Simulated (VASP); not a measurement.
Runs of VASP 6.6.1 on BN (lda). The structure is that of space group F-43m (No. 216), or close to it. The cells are those of the table. 

```csv
task,cell,cutoff (eV),smearing,gap on the mesh (eV),pressure (GPa)
single point,"a = 2.523 Å, angles 59.2°, 2 atoms",600,gaussian 0.01 eV,4.52,13.0
single point,"a = 2.534 Å, angles 58.9°, 2 atoms",600,gaussian 0.02 eV,4.49,(a)
single point,"a = 2.524 Å, angles 59.2°, 2 atoms",600,gaussian 0.02 eV,4.52,12.8
single point,"a = 2.523 Å, angles 59.2°, 2 atoms",600,gaussian 0.02 eV,4.52,13.0
relaxation of the atoms,"atoms relaxed from a = 2.534 Å, angles 58.9°, 2 atoms",520,gaussian 0.02 eV,4.49,10.5
```

Alike in all rows: level LDA; potentials or basis VASP PAW LDA potentials, release 64 (B, N); no spin polarisation; k mesh 9 × 9 × 9.

**Question.** Estimate the missing entries.

**Answer.** (a) 10.2.

A k mesh can miss the band edges.
